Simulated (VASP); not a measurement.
A run of VASP 6.6.1 is set up as follows.

The input INCAR:

```
SYSTEM = Ba3Pb2
  ALGO = Normal
  EDIFF = 1E-6
  ENCUT = 520
  GGA = PE
  ISIF = 2
  ISMEAR = 0
  LASPH = .True.
  LCHARG = .False.
  LREAL = .False.
  LWAVE = .False.
  NBANDS = 37
  NELM = 100
  PREC = Accurate
  SIGMA = 0.1
```

File KPOINTS:

```
k-points
0
Gamma
  4 4 4
  0 0 0
```

The input POSCAR:

```
Ba3Pb2
1.0
    6.5852354185      0.0000000000      0.0000000000
    0.0000000000      6.5852354185      0.0000000000
    0.0000000000      0.0000000000      6.5852354185
Ba Pb
3 2
Direct
    0.5000000000      0.0000000000      0.0000000000
    0.0000000000      0.5000000000      0.0000000000
    0.0000000000      0.0000000000      0.5000000000
    0.0000000000      0.0000000000      0.0000000000
    0.5000000000      0.5000000000      0.5000000000
```

Potentials or basis: VASP PAW PBE potentials, release 64 (Ba_sv, Pb_d).

Run with:

```sh
$ cat potpaw_PBE.64/Ba_sv/POTCAR potpaw_PBE.64/Pb_d/POTCAR > POTCAR
$ mpirun -np 1 vasp_std > vasp.out
```

**Question.** Predict the band gap on the k mesh.

**Answer.** Zero (bands 29 and 30 overlap by 0.81 eV).

**Question.** Predict the pressure.

**Answer.** 0.5 GPa.

Caveat: spin-orbit coupling is left out, which moves the levels of the heavy elements.
